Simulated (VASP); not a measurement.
# AlN (P6_3/mmc) in VASP: further runs

Runs on AlN. Level: HSE06. Tasks: single point.

All numbers are computed with VASP 6.6.1; they aren't measurements. Logs are shortened: lines on timing, memory, paths and dates and some standing lists are left out, and cuts for length are marked.

## (1) The cell of the first run

It takes space group P6_3/mmc (No. 194, hexagonal). The conventional cell has a = 3.292 Å, b = 3.292 Å, c = 4.137 Å, α = 90.00°, β = 90.00°, γ = 120.00°. Within 2.5 Å of Al (site symmetry -6m2) lie 5 N at 1.90 to 2.07 Å. N (site symmetry -6m2) has 5 Al at 1.90 to 2.07 Å within 2.5 Å.

## (2) Single point, HSE06

File POSCAR:

```
AlN
1.0
    3.2923469533      0.0000000000      0.0000000000
   -1.6461734767      2.8512560996      0.0000000000
    0.0000000000      0.0000000000      4.1369585597
Al N
2 2
Direct
    0.3333333333      0.6666666667      0.2500000000
    0.6666666667      0.3333333333      0.7500000000
    0.6666666667      0.3333333333      0.2500000000
    0.3333333333      0.6666666667      0.7500000000
```

File INCAR.step1:

```
SYSTEM = AlN
PREC = Accurate
ENCUT = 520
EDIFF = 1E-5
ISMEAR = 0
SIGMA = 0.01
LREAL = .False.
LASPH = .True.
NELM = 100
ALGO = Normal
ISIF = 2
LWAVE = .True.
GGA = PE
NBANDS = 16
```

File INCAR.step2:

```
SYSTEM = AlN
PREC = Accurate
ENCUT = 520
EDIFF = 1E-6
ISMEAR = 0
SIGMA = 0.01
LREAL = .False.
LASPH = .True.
NELM = 100
ALGO = Normal
ISIF = 2
LWAVE = .False.
LCHARG = .True.
GGA = PE
LHFCALC = .True.
HFSCREEN = 0.2079
PRECFOCK = Normal
LELF = .True.
LVHAR = .True.
ISTART = 1
NBANDS = 16
```

File KPOINTS:

```
Automatic mesh
0
Gamma
  6 6 4
  0 0 0
```

Potentials or basis: VASP PAW PBE potentials, release 64 (Al, N).

Run with:

```sh
cat potpaw_PBE.64/Al/POTCAR potpaw_PBE.64/N/POTCAR > POTCAR
cp INCAR.step1 INCAR
mpirun -np 1 vasp_std > vasp.out
cp INCAR.step2 INCAR
mpirun -np 1 vasp_std > vasp.out
```

OUTCAR:

```text
SYSTEM = AlN
   PREC = Accurate
   ENCUT = 520
   EDIFF = 1E-6
   ISMEAR = 0
   LREAL = .False.
   LASPH = .True.
   NELM = 100
   ISIF = 2
   GGA = PE
   LHFCALC = .True.
   HFSCREEN = 0.2079
   PRECFOCK = Normal
   ISTART = 1

 ion  position               nearest neighbor table
   1  0.333  0.667  0.250-   3 1.90   3 1.90   3 1.90   4 2.07   4 2.07   2 2.81   2 2.81   2 2.81
                             2 2.81   2 2.81   2 2.81
   2  0.667  0.333  0.750-   4 1.90   4 1.90   4 1.90   3 2.07   3 2.07   1 2.81   1 2.81   1 2.81
                             1 2.81   1 2.81   1 2.81
   3  0.667  0.333  0.250-   1 1.90   1 1.90   1 1.90   2 2.07   2 2.07
   4  0.333  0.667  0.750-   2 1.90   2 1.90   2 1.90   1 2.07   1 2.07

  LATTYP: Found a hexagonal cell.
 ALAT       =     3.2923469533
 C/A-ratio  =     1.2565378493

  Lattice vectors:

 A1 = (   3.2923469533,   0.0000000000,   0.0000000000)
 A2 = (  -1.6461734767,   2.8512560996,   0.0000000000)
 A3 = (   0.0000000000,   0.0000000000,   4.1369585597)

Analysis of symmetry for initial positions (statically):
=====================================================================
 Subroutine PRICEL returns:
 Original cell was already a primitive cell.

 Routine SETGRP: Setting up the symmetry group for a
 hexagonal supercell.

 Subroutine GETGRP returns: Found 24 space group operations
 (whereof 12 operations were pure point group operations)
 out of a pool of 24 trial point group operations.

The static configuration has the point symmetry D_3d.
 The point group associated with its full space group is D_6h.

Analysis of symmetry for dynamics (positions and initial velocities):
=====================================================================
 Subroutine PRICEL returns:
 Original cell was already a primitive cell.

 Routine SETGRP: Setting up the symmetry group for a
 hexagonal supercell.

 Subroutine GETGRP returns: Found 24 space group operations
 (whereof 12 operations were pure point group operations)
 out of a pool of 24 trial point group operations.

The dynamic configuration has the point symmetry D_3d.
 The point group associated with its full space group is D_6h.

 Subroutine INISYM returns: Found 24 space group operations
 (whereof 12 operations are pure point group operations),
 and found     1 'primitive' translations

----------------------------------------------------------------------------------------

                                     Primitive cell

  volume of cell :      38.8350

  direct lattice vectors                    reciprocal lattice vectors
     3.292346953  0.000000000  0.000000000     0.303734696  0.175361308  0.000000000
    -1.646173477  2.851256100  0.000000000     0.000000000  0.350722617  0.000000000
     0.000000000  0.000000000  4.136958560     0.000000000  0.000000000  0.241723475

  length of vectors
     3.292346953  3.292346953  4.136958560     0.350722617  0.350722617  0.241723475

  position of ions in fractional coordinates (direct lattice)
     0.333333333  0.666666667  0.250000000
     0.666666667  0.333333333  0.750000000
     0.666666667  0.333333333  0.250000000
     0.333333333  0.666666667  0.750000000

  ion indices of the primitive-cell ions
   primitive index   ion index
                 1           1
                 2           2
                 3           3
                 4           4

----------------------------------------------------------------------------------------

 KPOINTS: Automatic mesh

Automatic generation of k-mesh.
 Grid dimensions read from file:
 generate k-points for:    6    6    4

 Generating k-lattice:

  Cartesian coordinates                     Fractional coordinates (reciprocal lattice)
     0.050622449  0.029226885  0.000000000     0.166666667 -0.000000000  0.000000000
     0.000000000  0.058453769  0.000000000     0.000000000  0.166666667  0.000000000
     0.000000000  0.000000000  0.060430869     0.000000000  0.000000000  0.250000000

  Length of vectors
     0.058453769  0.058453769  0.060430869

  Shift w.r.t. Gamma in fractional coordinates (k-lattice)
     0.000000000  0.000000000  0.000000000

 Subroutine IBZKPT returns following result:
 ===========================================

 Found     21 irreducible k-points:

 Following reciprocal coordinates:
            Coordinates               Weight
  0.000000  0.000000  0.000000      1.000000
  0.166667  0.000000  0.000000      6.000000
  0.333333  0.000000  0.000000      6.000000
  0.500000  0.000000  0.000000      3.000000
  0.166667  0.166667  0.000000      6.000000
  0.333333  0.166667  0.000000     12.000000
[... 13 lines left out ...]
  0.333333  0.166667  0.500000     12.000000
  0.333333  0.333333  0.500000      2.000000
   k-points           NKPTS =     21   k-points in BZ     NKDIM =    144   number of bands    NBANDS=     16
   number of dos      NEDOS =    301   number of ions     NIONS =      4
   total plane-waves  NPLWV =  18432
   dimension x,y,z NGX =    24 NGY =   24 NGZ =   32
   dimension x,y,z NGXF=    48 NGYF=   48 NGZF=   64
   ions per type =               2   2
   NGX,Y,Z   is equivalent  to a cutoff of  12.12, 12.12, 12.86 a.u.
   NGXF,Y,Z  is equivalent  to a cutoff of  24.24, 24.24, 25.72 a.u.
 SYSTEM =  AlN
   PREC   = accura    normal or accurate (medium, high low for compatibility)
   ISTART =      1    job   : 0-new  1-cont  2-samecut
   ICHARG =      0    charge: 1-file 2-atom 10-const
   ISPIN  =      1    spin polarized calculation?
   LNONCOLLINEAR =      F non collinear calculations
   LSORBIT =      F    spin-orbit coupling
   LASPH  =      T    aspherical Exc in radial PAW
   ENCUT  =  520.0 eV  38.22 Ry    6.18 a.u.   6.12  6.12  7.69*2*pi/ulx,y,z
   NELM   =    100;   NELMIN=  2; NELMDL=  0     # of ELM steps
   EDIFF  = 0.1E-05   stopping-criterion for ELM
   LREAL  =      F    real-space projection
   EDIFFG = 0.1E-04   stopping-criterion for IOM
   NSW    =      0    number of steps for IOM
   IBRION =     -1    ionic relax: 0-MD 1-quasi-New 2-CG
   NFREE  =      0    steps in history (QN), initial steepest desc. (CG)
   ISIF   =      2    stress and relaxation
   ISYM   =      3    0-nonsym 1-usesym 2-fastsym
   POTIM  = 0.5000    time-step for ionic-motion
   TEBEG  =    0.0;   TEEND  =   0.0 temperature during run
   PSTRESS=    0.0 pullay stress
   NELECT =      16.0000    total number of electrons
   NUPDOWN=      -1.0000    fix difference up-down
   EMIN   =  10.00;   EMAX   =-10.00  energy-range for DOS
   EFERMI =   0.00;   METHOD = LEGACY
   ISMEAR =     0;   SIGMA  =   0.01  broadening in eV -4-tet -1-fermi 0-gaus
   EFERMI_NEDOS =   21; number of points for ismear=-14 and -15
   IALGO  =     38    algorithm
   IMIX   =      1    mixing-type and parameters
     AMIX     =   0.40;   BMIX     =  1.00
     AMIX_MAG =   1.60;   BMIX_MAG =  1.00
  volume/ion in A,a.u.               =       9.71        65.52
  Fermi-wavevector in a.u.,A,eV,Ry     =   1.218168  2.302004 20.190136  1.483933
  Thomas-Fermi vector in A             =   2.353464
   LORBIT       =      0    0 simple, 1 ext, 2 COOP (PROOUT), +10 PAW based schemes
   GGA     = PE    functional components
   LHFCALC =     T    Hartree Fock is set to
   PRECFOCK=normal    Normal, Fast or Accurate (Low or Medium for compatibility)
   ENCUT4O =  -1.0   cutoff for four orbital integrals eV
   NKREDX  =     1    reduce k-point grid by
   NKREDY  =     1    reduce k-point grid by
   NKREDZ  =     1    reduce k-point grid by
   AEXX    =    0.2500 exact exchange contribution
   HFSCREEN=    0.2079 screening length (either q_TF or 0.3 A-1)
   HFSCREENC=   0.2079 screening length for correlation (either q_TF or 0.3 A-1)
   ENCUTFOCK=  -1.0 apply spherical cutoff to Coloumb kernel
   IVDW    =     0    specifies the selected vdW correction
   LEPSILON=     F    determine dielectric tensor
   LRPA    =     F    only Hartree local field effects (RPA)
 non-spin polarized calculation
 Gauss-broadening in eV      SIGMA  =   0.01
  energy-cutoff  :      520.00
  volume of cell :       38.83
 maximum number of plane-waves:      1071
  NGX = 20; NGY = 20; NGZ = 24

 number of electron      16.0000000 magnetization

 Free energy of the ion-electron system (eV)
  ---------------------------------------------------
  ext. energy  EPLUGINS =         0.00000000
  ---------------------------------------------------
  free energy    TOTEN  =       -34.44020891 eV

  energy without entropy =      -34.44020891  energy(sigma->0) =      -34.44020891

 E-fermi :   7.5091     XC(G=0):  -9.2707

 val. band max:        7.3648557198   @ k =   0.0000   0.0000   0.0000
 cond. band min:      12.1095870310   @ k =   0.0000   0.0000   0.0000
 fundamental gap:      4.7447313112
 Fermi energy:         7.5090636506

 k-point     1 :       0.0000    0.0000    0.0000
  band No.  band energies     occupation
      1     -11.2140      2.00000
      2      -7.1940      2.00000
      3      -0.2104      2.00000
      4       3.7644      2.00000
      5       3.7644      2.00000
      6       5.6398      2.00000
[... 8 lines left out ...]
     15      21.0199      0.00000
     16      21.2586      0.00000

 k-point     2 :       0.1667    0.0000    0.0000
  band No.  band energies     occupation
      1     -10.8733      2.00000
      2      -7.2032      2.00000
      3       0.1622      2.00000
      4       2.6846      2.00000
      5       3.3258      2.00000
      6       4.6671      2.00000
[... 8 lines left out ...]
     15      19.8802      0.00000
     16      21.3546      0.00000

 k-point     3 :       0.3333    0.0000    0.0000
  band No.  band energies     occupation
      1      -9.9682      2.00000
      2      -7.4443      2.00000
      3       0.9894      2.00000
      4       1.1888      2.00000
      5       2.6793      2.00000
      6       3.3045      2.00000
[... 8 lines left out ...]
     15      20.5953      0.00000
     16      22.4414      0.00000
[... 305 lines left out ...]
 k-point    20 :       0.3333    0.1667    0.5000
  band No.  band energies     occupation
      1      -8.3922      2.00000
      2      -8.3922      2.00000
      3      -0.2290      2.00000
      4      -0.2290      2.00000
      5       2.7716      2.00000
      6       2.7716      2.00000
[... 8 lines left out ...]
     15      21.7609      0.00000
     16      21.7609      0.00000

 k-point    21 :       0.3333    0.3333    0.5000
  band No.  band energies     occupation
      1      -8.2027      2.00000
      2      -8.2027      2.00000
      3      -0.1525      2.00000
      4      -0.1525      2.00000
      5       1.7558      2.00000
      6       1.7558      2.00000
[... 8 lines left out ...]
     15      21.9810      0.00000
     16      21.9810      0.00000

------------------------ aborting loop because EDIFF is reached ----------------------------------------

  FORCE on cell =-STRESS in cart. coord.  units (eV):
  Direction    XX          YY          ZZ          XY          YZ          ZX
  --------------------------------------------------------------------------------------
  -------------------------------------------------------------------------------------
  Total       -0.2361903     -0.2361903     -0.0759818      0.0000000      0.0000000      0.0000000
  in kB       -9.7442766     -9.7442766     -3.1347078      0.0000000      0.0000000      0.0000000
  external PRESSURE =      -7.5410870 kB  Pullay stress =       0.0000000 kB

 VOLUME and BASIS-vectors are now :
 -----------------------------------------------------------------------------
  energy-cutoff  :      520.00
  volume of cell :       38.83
      direct lattice vectors                 reciprocal lattice vectors
     3.292346953  0.000000000  0.000000000     0.303734696  0.175361308  0.000000000
    -1.646173477  2.851256100  0.000000000     0.000000000  0.350722617  0.000000000
     0.000000000  0.000000000  4.136958560     0.000000000  0.000000000  0.241723475

 POSITION                                       TOTAL-FORCE (eV/Angst)
 -----------------------------------------------------------------------------------
     -0.00000      1.90084      1.03424        -0.000000      0.000000     -0.000000
      1.64617      0.95042      3.10272         0.000000     -0.000000     -0.000000
      1.64617      0.95042      1.03424         0.000000      0.000000      0.000000
     -0.00000      1.90084      3.10272        -0.000000      0.000000     -0.000000
 -----------------------------------------------------------------------------------
    total drift:                                0.000000      0.000000      0.000000

  FREE ENERGIE OF THE ION-ELECTRON SYSTEM (eV)
  ---------------------------------------------------
  free  energy   TOTEN  =       -34.4402089091 eV

  energy  without entropy=      -34.4402089091  energy(sigma->0) =      -34.44020891
```

Run time: 12 min. Hardware: 1 thread of Intel Xeon 6975P-C (Granite Rapids), shared host; peak memory 0.25 GiB.

What came out:

- Free energy: -34.4402 eV
- Pressure: -0.8 GPa
- Band gap on the k mesh: 4.74 eV

Levels at points of the mesh, in eV from the valence-band top:
```csv
k point,band 5,band 6,band 7,band 8,band 9,band 10,band 11,band 12
"(0.00, 0.00, 0.00)",-3.60,-1.73,-1.73,0.00,4.74,5.95,9.85,9.85
"(0.50, 0.00, 0.00)",-4.95,-4.64,-3.16,-1.54,5.21,8.66,8.89,10.75
"(0.00, 0.00, 0.50)",-2.71,-2.71,-2.71,-2.71,7.22,7.22,9.99,9.99
"(0.50, 0.00, 0.50)",-3.55,-3.55,-1.86,-1.86,6.49,6.49,11.11,11.11
```

Caveat: the PAW data sets were made with another functional, which shifts forces and pressure a little.

## (3) Single point, HSE06

This run uses another cell than the first one, of 9.68 Å³/atom.

File POSCAR:

```
AlN
1.0
    3.2892364225      0.0000000000      0.0000000000
   -1.6446182113      2.8485623009      0.0000000000
    0.0000000000      0.0000000000      4.1321196636
Al N
2 2
Direct
    0.3333333333      0.6666666667      0.2500000000
    0.6666666667      0.3333333333      0.7500000000
    0.6666666667      0.3333333333      0.2500000000
    0.3333333333      0.6666666667      0.7500000000
```

File INCAR.step1:

```
SYSTEM = AlN
PREC = Accurate
ENCUT = 520
EDIFF = 1E-5
ISMEAR = -1
SIGMA = 0.02
LREAL = .False.
LASPH = .True.
NELM = 60
ALGO = Normal
ISIF = 2
LWAVE = .True.
GGA = PE
NBANDS = 16
```

INCAR.step2: that of step 2 with these lines changed.

```diff
@@ -3,8 +3,8 @@
 ENCUT = 520
-EDIFF = 1E-6
-ISMEAR = 0
-SIGMA = 0.01
+EDIFF = 1E-7
+ISMEAR = -1
+SIGMA = 0.02
 LREAL = .False.
 LASPH = .True.
-NELM = 100
+NELM = 60
 ALGO = Normal
```

KPOINTS is that of step 2.

Potentials or basis: VASP PAW PBE potentials, release 64 (Al, N).

Run with:

```sh
cat potpaw_PBE.64/Al/POTCAR potpaw_PBE.64/N/POTCAR > POTCAR
cp INCAR.step1 INCAR
mpirun -np 1 vasp_std > vasp.out
cp INCAR.step2 INCAR
mpirun -np 1 vasp_std > vasp.out
```

Wall time 62 min (1 thread of Intel Xeon 8259CL, shared host); peak memory 0.26 GiB.

It converged, with:

```yaml
Free_energy: -34.4404 eV
Pressure: -0.1 GPa
Band_gap_on_the_k_mesh: 4.77 eV
```

Stress tensor (GPa, compression positive):
```
-0.26  0.00  0.00
 0.00 -0.26  0.00
 0.00  0.00  0.34
```

Levels at points of the mesh, in eV from the valence-band top:
```
           k point  band 5  band 6  band 7  band 8  band 9  band 10  band 11  band 12
(0.00, 0.00, 0.00)   -3.61   -1.73   -1.73    0.00    4.77     5.98     9.87     9.87
(0.50, 0.00, 0.00)   -4.96   -4.64   -3.17   -1.54    5.22     8.66     8.93    10.75
(0.00, 0.00, 0.50)   -2.72   -2.72   -2.72   -2.72    7.24     7.24    10.01    10.01
(0.50, 0.00, 0.50)   -3.56   -3.56   -1.87   -1.87    6.51     6.51    11.14    11.14
```

Caveat: the PAW data sets were made with another functional, which shifts forces and pressure a little. A k mesh can miss the band edges.
